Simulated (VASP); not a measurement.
The system is SiC (Moissanite 3C).

```
Si C
1.0
     0.00000    2.17805    2.17805
     2.17805    0.00000    2.17805
     2.17805    2.17805    0.00000
Si C
1 1
Direct
  0.00000 0.00000 0.00000
  0.25000 0.25000 0.25000
```

Base run:

```yaml
Program: VASP 6.6.1
Functional: r2SCAN0
Potentials_or_basis: VASP PAW PBE potentials, release 64 (Si, C)
Cutoff: 520 eV
k_mesh: 8 × 8 × 8
Occupations: gaussian, width 0.01 eV
Spin: no spin polarisation
```

Its results: band gap on the k mesh 3.19 eV, indirect (least direct gap 6.81 eV); pressure -3.6 GPa.

Q: After a change of settings the same cell gave: band gap on the k mesh 2.96 eV, indirect (least direct gap 6.48 eV); pressure -1.7 GPa. Which change was it?
A. functional from r2SCAN0 to PBE0; further incar settings from ALGO = Normal; EDIFF = 1e-06; NBANDS = 11 to ALGO = Normal; EDIFF = 1e-07; NBANDS = 11
B. functional from r2SCAN0 to r2SCAN; k mesh from 8 × 8 × 8 to 10 × 10 × 10
C. functional from r2SCAN0 to PBE; k mesh from 8 × 8 × 8 to 6 × 6 × 6

A: A.

Caveats: the PAW data sets were made with another functional, which shifts forces and pressure a little.
